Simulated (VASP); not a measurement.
Write the native input for VASP 6.6.1 that does the following.

```yaml
Task: single point
Functional: PBE
Potentials_or_basis: VASP PAW PBE potentials, release 64 (H, Ru_pv, Cl)
Cutoff: 520 eV
k_mesh: 12 × 12 × 12
Occupations: gaussian, width 0.1 eV
Spin: no spin polarisation
Dipole_correction: no
Further_INCAR_settings: ALGO = Normal; EDIFF = 1e-06; NBANDS = 22
```

The structure of H4RuCl lies in POSCAR:

```
H4RuCl
1.0
    0.0000000000      2.8514481509      2.8514481509
    2.8514481509      0.0000000000      2.8514481509
    2.8514481509      2.8514481509      0.0000000000
H Ru Cl
4 1 1
Direct
    0.3385693044      0.3385693044      0.3385693044
    0.9842920867      0.3385693044      0.3385693044
    0.3385693044      0.3385693044      0.9842920867
    0.3385693044      0.9842920867      0.3385693044
    0.0000000000      0.0000000000      0.0000000000
    0.7500000000      0.7500000000      0.7500000000
```

The input as run:

INCAR

```
ALGO = Normal ; EDIFF = 1E-6
ENCUT = 520 ; GGA = PE
ISIF = 2 ; ISMEAR = 0
LASPH = True ; LCHARG = False
LREAL = False ; LWAVE = False
NBANDS = 22 ; NELM = 80
PREC = Accurate ; SIGMA = 0.1
```

KPOINTS

```
k-points
0
Gamma
  12 12 12
```

Potentials or basis: VASP PAW PBE potentials, release 64 (H, Ru_pv, Cl).

Run with:

```console
$ cat potpaw_PBE.64/H/POTCAR potpaw_PBE.64/Ru_pv/POTCAR potpaw_PBE.64/Cl/POTCAR > POTCAR
$ mpirun -np 1 vasp_std > vasp.out
```

It gave:

The pressure is -0.1 GPa and the largest force is 0.004 eV/Å.

Caveat: an odd number of electrons without spin polarisation forces a metal; a magnetic or distorted state may lie lower.

Run time: 33 s on 1 thread of AMD EPYC 9R45 96-Core Processor (Zen 5) (shared host), peak memory 0.19 GiB.
